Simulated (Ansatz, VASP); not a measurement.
## Se in VASP and in Ansatz

Contents of INCAR:

```
SYSTEM = Se
PREC = Accurate
ENCUT = 520
EDIFF = 1E-8
ISMEAR = -1
SIGMA = 0.03
LREAL = .False.
LASPH = .True.
NELM = 80
ALGO = Normal
ISIF = 2
LWAVE = .False.
LCHARG = .False.
GGA = CA
LEFG = .True.
NBANDS = 16
```

Contents of KPOINTS:

```
Automatic mesh
0
Gamma
  6 6 5
  0 0 0
```

Contents of POSCAR:

```
Se
1.0
    4.3661999489     -0.0218309997     -0.0218309997
   -2.2020061749      3.7921555737     -0.0079907005
   -0.0247680000     -0.0247680000      4.9536000000
Se
3
Direct
    0.2254000000      0.0000000000      0.3333333333
    0.0000000000      0.2254000000      0.6666666667
    0.7746000000      0.7746000000      0.0000000000
```

Input for Ansatz:

```yaml
crystal:
  lattice:
    - [4.3661999489, -0.0218309997, -0.0218309997]
    - [-2.2020061749, 3.7921555737, -0.0079907005]
    - [-0.024768, -0.024768, 4.9536]
  atoms:
    - { symbol: Se, position: [0.2254, 0.0, 0.3333333333] }
    - { symbol: Se, position: [0.0, 0.2254, 0.6666666667] }
    - { symbol: Se, position: [0.7746, 0.7746, 0.0] }
kpoints:
  mp_grid: { grid: [6, 6, 5] }
scf:
  occupations: { method: fermi_dirac, width: 0.03 }
hamiltonian:
  xc: lda
  pseudopotentials: { kind: paw }
output:
  forces: true
  stress: true
  eigenvalues: true
  efg: { contact_densities: true }
```

Change from the starting cell: equal xy, yz and zx shear strains of -1 %, PAW files.

Alike in both runs: task electric field gradients; functional LDA; k mesh 6 × 6 × 5; occupations fermi-dirac, width 0.03 eV; no spin polarisation.

|  | VASP | Ansatz |
| --- | --- | --- |
| version | VASP 6.6.1 | Ansatz 0.2.0 |
| potentials or method | VASP PAW LDA potentials, release 64 (Se) | PAW with Ansatz's default frozen-core files, scalar-relativistic |
| plane-wave cutoff (eV) | 520 | 420 |
| valence electrons in the cell | 18 | 48 |

|  | VASP | Ansatz | Ansatz less VASP |
| --- | --- | --- | --- |
| gap on the k mesh at the Fermi level (eV) | 1.13 | 1.14 | +0.005 |
| pressure (GPa) | -1.0 | -1.2 | -0.21 |
| traceless stress, the component that is largest in VASP (GPa) | 0.96 | 0.88 | -0.082 |
| rms of the force components (eV/Å) | 0.182 | 0.157 | -0.0248 |
| size of Vzz on the site where it differs most (V/Å²) | 490.7 | 505.0 | +14.30 |

LDA's correlation is that of Perdew and Zunger in VASP and of Perdew and Wang (1992) in Ansatz. Atom by atom the forces differ by 0.029 eV/Å (rms over components). VASP's potentials hold 18 valence electrons a cell and Ansatz's 48, so a difference there can come from the potentials and not from the codes.
